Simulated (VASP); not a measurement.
# MgO (Fm-3m) in VASP: a series of runs

Runs on MgO. Level: PBE. Tasks: single point.

All numbers are computed with VASP 6.6.1; they aren't measurements. Logs are shortened: lines on timing, memory, paths and dates and some standing lists are left out, and cuts for length are marked.

**What was measured.**

From “Electronic structure of alkaline earth and post-transition metal oxides”, 2009, arxiv:0908.1581, for a bulk crystal of MgO: band gap 7.83 eV.

How close the calculation comes is told below.

## (1) The cell of the first run

Symmetry: Fm-3m, No. 225, cubic system. The conventional cell has a = 4.254 Å, b = 4.254 Å, c = 4.254 Å, α = 90.00°, β = 90.00°, γ = 90.00°. Mg (site symmetry m-3m) has 6 O at 2.13 Å within 2.8 Å. O (site symmetry m-3m) has 6 Mg at 2.13 Å within 2.8 Å.

## (2) Single point, PBE

File INCAR:

```
PREC = Accurate
ENCUT = 520
EDIFF = 1E-7
ISMEAR = 0
SIGMA = 0.02
LREAL = False
LASPH = True
NELM = 80
ALGO = Normal
ISIF = 2
LWAVE = False
LCHARG = True
GGA = PE
LELF = True
LVHAR = True
NBANDS = 11
```

File KPOINTS:

```
Automatic mesh
0
Gamma
  10 10 10
```

File POSCAR:

```
MgO
1.0
    0.0000000000      2.1268522619      2.1268522619
    2.1268522619      0.0000000000      2.1268522619
    2.1268522619      2.1268522619      0.0000000000
Mg O
1 1
Direct
    0.0000000000      0.0000000000      0.0000000000
    0.5000000000      0.5000000000      0.5000000000
```

Potentials or basis: VASP PAW PBE potentials, release 64 (Mg, O).

Command:

```console
cat potpaw_PBE.64/Mg/POTCAR potpaw_PBE.64/O/POTCAR > POTCAR
mpirun -np 1 vasp_std > vasp.out
```

OUTCAR:

```text
PREC = Accurate
   ENCUT = 520
   EDIFF = 1E-7
   ISMEAR = 0
   LREAL = False
   LASPH = True
   NELM = 80
   ISIF = 2
   GGA = PE

 ion  position               nearest neighbor table
   1  0.000  0.000  0.000-   2 2.13   2 2.13   2 2.13   2 2.13   2 2.13   2 2.13
   2  0.500  0.500  0.500-   1 2.13   1 2.13   1 2.13   1 2.13   1 2.13   1 2.13

  LATTYP: Found a face centered cubic cell.
 ALAT       =     4.2537045238

  Lattice vectors:

 A1 = (   0.0000000000,   2.1268522619,   2.1268522619)
 A2 = (   2.1268522619,   0.0000000000,   2.1268522619)
 A3 = (   2.1268522619,   2.1268522619,   0.0000000000)

Analysis of symmetry for initial positions (statically):
=====================================================================
 Subroutine PRICEL returns:
 Original cell was already a primitive cell.

 Routine SETGRP: Setting up the symmetry group for a
 face centered cubic supercell.

 Subroutine GETGRP returns: Found 48 space group operations
 (whereof 48 operations were pure point group operations)
 out of a pool of 48 trial point group operations.

The static configuration has the point symmetry O_h .

Analysis of symmetry for dynamics (positions and initial velocities):
=====================================================================
 Subroutine PRICEL returns:
 Original cell was already a primitive cell.

 Routine SETGRP: Setting up the symmetry group for a
 face centered cubic supercell.

 Subroutine GETGRP returns: Found 48 space group operations
 (whereof 48 operations were pure point group operations)
 out of a pool of 48 trial point group operations.

The dynamic configuration has the point symmetry O_h .

 Subroutine INISYM returns: Found 48 space group operations
 (whereof 48 operations are pure point group operations),
 and found     1 'primitive' translations

----------------------------------------------------------------------------------------

                                     Primitive cell

  volume of cell :      19.2416

  direct lattice vectors                    reciprocal lattice vectors
     0.000000000  2.126852262  2.126852262    -0.235089202  0.235089202  0.235089202
     2.126852262  0.000000000  2.126852262     0.235089202 -0.235089202  0.235089202
     2.126852262  2.126852262  0.000000000     0.235089202  0.235089202 -0.235089202

  length of vectors
     3.007823314  3.007823314  3.007823314     0.407186441  0.407186441  0.407186441

  position of ions in fractional coordinates (direct lattice)
     0.000000000  0.000000000  0.000000000
     0.500000000  0.500000000  0.500000000

  ion indices of the primitive-cell ions
   primitive index   ion index
                 1           1
                 2           2

----------------------------------------------------------------------------------------

 KPOINTS: Automatic mesh

Automatic generation of k-mesh.
 Grid dimensions read from file:
 generate k-points for:   10   10   10

 Generating k-lattice:

  Cartesian coordinates                     Fractional coordinates (reciprocal lattice)
    -0.023508920  0.023508920  0.023508920     0.100000000  0.000000000  0.000000000
     0.023508920 -0.023508920  0.023508920     0.000000000  0.100000000  0.000000000
     0.023508920  0.023508920 -0.023508920     0.000000000  0.000000000  0.100000000

  Length of vectors
     0.040718644  0.040718644  0.040718644

  Shift w.r.t. Gamma in fractional coordinates (k-lattice)
     0.000000000  0.000000000  0.000000000

 Subroutine IBZKPT returns following result:
 ===========================================

 Found     47 irreducible k-points:

 Following reciprocal coordinates:
            Coordinates               Weight
  0.000000  0.000000  0.000000      1.000000
  0.100000  0.000000  0.000000      8.000000
  0.200000  0.000000  0.000000      8.000000
  0.300000  0.000000  0.000000      8.000000
  0.400000  0.000000  0.000000      8.000000
  0.500000  0.000000  0.000000      4.000000
[... 16 lines left out ...]
  0.300000  0.300000  0.000000      6.000000
  0.400000  0.300000  0.000000     24.000000
 [... further k-points ...]
   k-points           NKPTS =     47   k-points in BZ     NKDIM =     47   number of bands    NBANDS=     11
   number of dos      NEDOS =    301   number of ions     NIONS =      2
   total plane-waves  NPLWV =  13824
   dimension x,y,z NGX =    24 NGY =   24 NGZ =   24
   dimension x,y,z NGXF=    48 NGYF=   48 NGZF=   48
   ions per type =               1   1
   NGX,Y,Z   is equivalent  to a cutoff of  13.27, 13.27, 13.27 a.u.
   NGXF,Y,Z  is equivalent  to a cutoff of  26.53, 26.53, 26.53 a.u.
 SYSTEM =  unknown system
   PREC   = accura    normal or accurate (medium, high low for compatibility)
   ISTART =      0    job   : 0-new  1-cont  2-samecut
   ICHARG =      2    charge: 1-file 2-atom 10-const
   ISPIN  =      1    spin polarized calculation?
   LNONCOLLINEAR =      F non collinear calculations
   LSORBIT =      F    spin-orbit coupling
   LASPH  =      T    aspherical Exc in radial PAW
   ENCUT  =  520.0 eV  38.22 Ry    6.18 a.u.   5.59  5.59  5.59*2*pi/ulx,y,z
   NELM   =     80;   NELMIN=  2; NELMDL= -5     # of ELM steps
   EDIFF  = 0.1E-06   stopping-criterion for ELM
   LREAL  =      F    real-space projection
   EDIFFG = 0.1E-05   stopping-criterion for IOM
   NSW    =      0    number of steps for IOM
   IBRION =     -1    ionic relax: 0-MD 1-quasi-New 2-CG
   NFREE  =      0    steps in history (QN), initial steepest desc. (CG)
   ISIF   =      2    stress and relaxation
   ISYM   =      2    0-nonsym 1-usesym 2-fastsym
   POTIM  = 0.5000    time-step for ionic-motion
   TEBEG  =    0.0;   TEEND  =   0.0 temperature during run
   PSTRESS=    0.0 pullay stress
   NELECT =       8.0000    total number of electrons
   NUPDOWN=      -1.0000    fix difference up-down
   EMIN   =  10.00;   EMAX   =-10.00  energy-range for DOS
   EFERMI =   0.00;   METHOD = LEGACY
   ISMEAR =     0;   SIGMA  =   0.02  broadening in eV -4-tet -1-fermi 0-gaus
   EFERMI_NEDOS =   21; number of points for ismear=-14 and -15
   IALGO  =     38    algorithm
   IMIX   =      4    mixing-type and parameters
     AMIX     =   0.40;   BMIX     =  1.00
     AMIX_MAG =   1.60;   BMIX_MAG =  1.00
  volume/ion in A,a.u.               =       9.62        64.92
  Fermi-wavevector in a.u.,A,eV,Ry     =   1.221868  2.308995 20.312962  1.492961
  Thomas-Fermi vector in A             =   2.357035
   LORBIT       =      0    0 simple, 1 ext, 2 COOP (PROOUT), +10 PAW based schemes
   GGA     = PE    functional components
   LHFCALC =     F    Hartree Fock is set to
   AEXX    =    0.0000 exact exchange contribution
   IVDW    =     0    specifies the selected vdW correction
   LEPSILON=     F    determine dielectric tensor
   LRPA    =     F    only Hartree local field effects (RPA)
 non-spin polarized calculation
 Gauss-broadening in eV      SIGMA  =   0.02
  energy-cutoff  :      520.00
  volume of cell :       19.24
 maximum number of plane-waves:       534
 NGX is ok and might be reduce to    24
   NGX = 11   NGY = 11   NGZ = 11

 number of electron       8.0000004 magnetization

 Free energy of the ion-electron system (eV)
  ---------------------------------------------------
  ext. energy  EPLUGINS =         0.00000000
  ---------------------------------------------------
  free energy    TOTEN  =       -11.91168712 eV

  energy without entropy =      -11.91168712  energy(sigma->0) =      -11.91168712

 E-fermi :   3.1437     XC(G=0): -10.9397

 val. band max:        2.9688378317   @ k =   0.0000   0.0000   0.0000
 cond. band min:       7.4134586899   @ k =   0.0000   0.0000   0.0000
 fundamental gap:      4.4446208583
 Fermi energy:         3.1436652661

 k-point     1 :       0.0000    0.0000    0.0000
  band No.  band energies     occupation
      1     -14.1459      2.00000
      2       2.9688      2.00000
      3       2.9688      2.00000
      4       2.9688      2.00000
      5       7.4135      0.00000
      6      18.6011      0.00000
      7      18.6011      0.00000
      8      18.6011      0.00000
      9      22.4409      0.00000
     10      24.1811      0.00000
     11      24.1811      0.00000

 k-point     2 :       0.1000    0.0000    0.0000
  band No.  band energies     occupation
      1     -14.0457      2.00000
      2       2.3224      2.00000
      3       2.9047      2.00000
      4       2.9047      2.00000
      5       8.0456      0.00000
      6      17.3597      0.00000
      7      18.8299      0.00000
      8      18.8299      0.00000
      9      23.4092      0.00000
     10      23.4092      0.00000
     11      24.0403      0.00000

 k-point     3 :       0.2000    0.0000    0.0000
  band No.  band energies     occupation
      1     -13.7701      2.00000
      2       1.0307      2.00000
      3       2.7422      2.00000
      4       2.7422      2.00000
      5       9.2447      0.00000
      6      15.8391      0.00000
      7      19.2756      0.00000
      8      19.2756      0.00000
      9      22.7108      0.00000
     10      22.7108      0.00000
     11      24.7608      0.00000

 k-point     4 :       0.3000    0.0000    0.0000
  band No.  band energies     occupation
      1     -13.3998      2.00000
      2      -0.2486      2.00000
      3       2.5509      2.00000
      4       2.5509      2.00000
      5      10.2084      0.00000
      6      15.0970      0.00000
      7      19.3375      0.00000
      8      19.3375      0.00000
      9      23.1637      0.00000
     10      23.1637      0.00000
     11      24.1408      0.00000
[... 239 lines left out ...]
 k-point    22 :      -0.2000    0.2000    0.0000
  band No.  band energies     occupation
      1     -13.2895      2.00000
      2      -0.0576      2.00000
      3       1.6796      2.00000
      4       2.5495      2.00000
      5      11.1307      0.00000
      6      14.7131      0.00000
      7      17.7463      0.00000
      8      20.4069      0.00000
      9      21.2256      0.00000
     10      23.9857      0.00000
     11      27.2853      0.00000

 k-point    23 :       0.3000    0.3000    0.0000
  band No.  band energies     occupation
      1     -13.2071      2.00000
      2      -0.1048      2.00000
      3       2.0619      2.00000
      4       2.0619      2.00000
      5      11.5137      0.00000
      6      13.3400      0.00000
      7      17.0751      0.00000
      8      20.5482      0.00000
      9      20.5482      0.00000
     10      26.7822      0.00000
     11      29.7492      0.00000

 k-point    24 :       0.4000    0.3000    0.0000
  band No.  band energies     occupation
      1     -12.9743      2.00000
      2      -0.5110      2.00000
      3       1.7082      2.00000
      4       1.9195      2.00000
      5      12.2528      0.00000
      6      13.0529      0.00000
      7      16.2587      0.00000
      8      20.7614      0.00000
      9      20.9630      0.00000
     10      27.4939      0.00000
     11      29.3590      0.00000

 [... further k-points ...]
[... 5 lines left out ...]
  --------------------------------------------------------------------------------------
  -------------------------------------------------------------------------------------
  Total       -0.0867065     -0.0867065     -0.0867065      0.0000000      0.0000000      0.0000000
  in kB       -7.2197194     -7.2197194     -7.2197194      0.0000000      0.0000000      0.0000000
  external PRESSURE =      -7.2197194 kB  Pullay stress =       0.0000000 kB

 VOLUME and BASIS-vectors are now :
 -----------------------------------------------------------------------------
  energy-cutoff  :      520.00
  volume of cell :       19.24
      direct lattice vectors                 reciprocal lattice vectors
     0.000000000  2.126852262  2.126852262    -0.235089202  0.235089202  0.235089202
     2.126852262  0.000000000  2.126852262     0.235089202 -0.235089202  0.235089202
     2.126852262  2.126852262  0.000000000     0.235089202  0.235089202 -0.235089202

 POSITION                                       TOTAL-FORCE (eV/Angst)
 -----------------------------------------------------------------------------------
      0.00000      0.00000      0.00000        -0.000000     -0.000000     -0.000000
      2.12685      2.12685      2.12685         0.000000      0.000000      0.000000
 -----------------------------------------------------------------------------------
    total drift:                               -0.000000     -0.000000      0.000000

  FREE ENERGIE OF THE ION-ELECTRON SYSTEM (eV)
  ---------------------------------------------------
  free  energy   TOTEN  =       -11.9116871190 eV

  energy  without entropy=      -11.9116871190  energy(sigma->0) =      -11.91168712
```

Wall time 5.1 s (1 thread of Intel Xeon 6975P-C (Granite Rapids), shared host); peak memory 0.14 GiB.

Results:

| Property | Result |
| --- | --- |
| Free energy | -11.9117 eV |
| Pressure | -0.7 GPa |
| Band gap on the k mesh | 4.44 eV, direct |

Levels at points of the mesh, in eV from the valence-band top:
| k point | band 2 | band 3 | band 4 | band 5 | band 6 | band 7 |
| --- | --- | --- | --- | --- | --- | --- |
| (0.00, 0.00, 0.00) | 0.00 | 0.00 | 0.00 | 4.44 | 15.63 | 15.63 |
| (0.50, 0.00, 0.00) | -4.49 | -0.62 | -0.62 | 7.71 | 12.27 | 16.01 |
| (0.50, 0.50, 0.00) | -3.96 | -1.31 | -1.31 | 9.08 | 9.65 | 12.79 |

(Part 1 of 2 ends here.)
